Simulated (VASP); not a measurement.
# CsSnI3 (P4/mmm) in VASP: further runs, part 2 of 2

VASP 6.6.1.

**3. Single point, PBE (normal strain along x +0.0700, normal strain along z +0.0700)**

Input file INCAR:

```
PREC = Accurate ; ENCUT = 520
EDIFF = 1E-6 ; ISMEAR = 0
SIGMA = 0.05 ; LREAL = F
LASPH = T ; NELM = 60
ALGO = Normal ; ISIF = 2
LWAVE = F ; LCHARG = T
GGA = PE ; LELF = T
LVHAR = T ; NBANDS = 30
```

Input file KPOINTS:

```
regular mesh
0
Gamma
  6 6 6
```

Input file POSCAR:

```
CsSnI3
1.0
    6.7229922658      0.0000000000      0.0000000000
    0.0000000000      6.2831703419      0.0000000000
    0.0000000000      0.0000000000      6.7229922658
Cs Sn I
1 1 3
Direct
    0.0000000000      0.0000000000      0.0000000000
    0.5000000000      0.5000000000      0.5000000000
    0.0000000000      0.5000000000      0.5000000000
    0.5000000000      0.0000000000      0.5000000000
    0.5000000000      0.5000000000      0.0000000000
```

Potentials or basis: VASP PAW PBE potentials, release 64 (Cs_sv, Sn_d, I).

On the command line:

```bash
$ cat potpaw_PBE.64/Cs_sv/POTCAR potpaw_PBE.64/Sn_d/POTCAR potpaw_PBE.64/I/POTCAR > POTCAR
$ mpirun -np 1 vasp_std > vasp.out
```

OUTCAR:

```text
PREC = Accurate
   ENCUT = 520
   EDIFF = 1E-6
   ISMEAR = 0
   LREAL = F
   LASPH = T
   NELM = 60
   ISIF = 2
   GGA = PE

 ion  position               nearest neighbor table
   1  0.000  0.000  0.000-
   2  0.500  0.500  0.500-   4 3.14   4 3.14   5 3.36   5 3.36   3 3.36   3 3.36
   3  0.000  0.500  0.500-   2 3.36   2 3.36
   4  0.500  0.000  0.500-   2 3.14   2 3.14
   5  0.500  0.500  0.000-   2 3.36   2 3.36
[... 995 lines left out ...]
  Direction    XX          YY          ZZ          XY          YZ          ZX
  --------------------------------------------------------------------------------------
  -------------------------------------------------------------------------------------
  Total       -3.2402606     -1.0317199     -3.2402606      0.0000000      0.0000000      0.0000000
  in kB      -18.2804323     -5.8206075    -18.2804323      0.0000000      0.0000000      0.0000000
  external PRESSURE =     -14.1271574 kB  Pullay stress =       0.0000000 kB

 VOLUME and BASIS-vectors are now :
 -----------------------------------------------------------------------------
  energy-cutoff  :      520.00
  volume of cell :      283.99
      direct lattice vectors                 reciprocal lattice vectors
     6.722992266  0.000000000  0.000000000     0.148743292  0.000000000  0.000000000
     0.000000000  6.283170342  0.000000000     0.000000000  0.159155322  0.000000000
     0.000000000  0.000000000  6.722992266     0.000000000  0.000000000  0.148743292

 POSITION                                       TOTAL-FORCE (eV/Angst)
 -----------------------------------------------------------------------------------
      0.00000      0.00000      0.00000         0.000000      0.000000      0.000000
      3.36150      3.14159      3.36150         0.000000      0.000000      0.000000
      0.00000      3.14159      3.36150         0.000000      0.000000      0.000000
      3.36150      0.00000      3.36150         0.000000      0.000000      0.000000
      3.36150      3.14159      0.00000         0.000000      0.000000      0.000000
 -----------------------------------------------------------------------------------
    total drift:                                0.000000     -0.000000      0.000000

  FREE ENERGIE OF THE ION-ELECTRON SYSTEM (eV)
  ---------------------------------------------------
  free  energy   TOTEN  =       -13.7929616909 eV

  energy  without entropy=      -13.7929616909  energy(sigma->0) =      -13.79296169
```

OSZICAR:

```text
N       E                     dE             d eps       ncg     rms          rms(c)
DAV:   1     0.331401923752E+03    0.33140E+03   -0.17607E+04  2400   0.128E+03
DAV:   2     0.270722464955E+02   -0.30433E+03   -0.29278E+03  2836   0.258E+02
DAV:   3    -0.127357739173E+02   -0.39808E+02   -0.39398E+02  2936   0.107E+02
DAV:   4    -0.142524507208E+02   -0.15167E+01   -0.15139E+01  3074   0.251E+01
DAV:   5    -0.143032281901E+02   -0.50777E-01   -0.50773E-01  3522   0.428E+00    0.341E+00
DAV:   6    -0.138370774079E+02    0.46615E+00   -0.64540E-01  2982   0.383E+00    0.216E+00
DAV:   7    -0.137861529108E+02    0.50924E-01   -0.39821E-01  3042   0.231E+00    0.110E+00
DAV:   8    -0.137942293714E+02   -0.80765E-02   -0.61554E-02  2882   0.153E+00    0.300E-01
DAV:   9    -0.137927161217E+02    0.15132E-02   -0.10349E-02  2922   0.620E-01    0.125E-01
DAV:  10    -0.137928775951E+02   -0.16147E-03   -0.13288E-03  2796   0.156E-01    0.817E-02
DAV:  11    -0.137929599883E+02   -0.82393E-04   -0.51990E-04  3012   0.121E-01    0.270E-02
DAV:  12    -0.137929644509E+02   -0.44626E-05   -0.70332E-05  3052   0.564E-02    0.274E-02
DAV:  13    -0.137929623173E+02    0.21336E-05   -0.66552E-06  2978   0.158E-02    0.954E-03
DAV:  14    -0.137929616909E+02    0.62637E-06   -0.19333E-06  2282   0.848E-03
   1 F= -.13792962E+02 E0= -.13792962E+02  d E =-.425893E-18
```

Wall time 3.5 min (1 thread of Intel Xeon Platinum 8488C (Sapphire Rapids), shared host); peak memory 0.54 GiB.

Results:

```yaml
Free_energy: -13.7930 eV
Pressure: -1.4 GPa
Band_gap_on_the_k_mesh: 0.80 eV
```

Stress tensor (GPa, compression positive):
```
-1.83  0.00  0.00
 0.00 -0.58  0.00
 0.00  0.00 -1.83
```

Levels at points of the mesh, in eV from the valence-band top:
```csv
k point,band 18,band 19,band 20,band 21,band 22,band 23,band 24,band 25,band 26,band 27
"(0.00, 0.00, 0.00)",-1.40,-1.32,-1.29,-1.28,-1.28,2.85,3.99,3.99,4.01,4.12
"(0.50, 0.00, 0.00)",-1.48,-1.47,-1.36,-1.33,-1.15,1.52,3.82,4.04,4.53,4.82
"(0.00, 0.50, 0.00)",-1.68,-1.46,-1.35,-1.35,-0.86,1.58,3.70,3.70,4.30,4.54
"(0.50, 0.50, 0.00)",-1.62,-1.60,-1.56,-0.95,-0.41,1.11,1.38,3.53,4.68,4.93
"(0.50, 0.00, 0.50)",-1.60,-1.50,-1.50,-1.00,-0.73,1.30,1.30,4.68,4.72,4.96
"(0.50, 0.50, 0.50)",-1.59,-0.99,-0.94,-0.94,0.00,0.80,0.80,1.12,3.76,4.62
```

Caveat: the cell differs from its parent crystal (normal strain along x +0.0700, normal strain along z +0.0700); spin-orbit coupling is left out, which moves the levels of the heavy elements. A k mesh can miss the band edges.
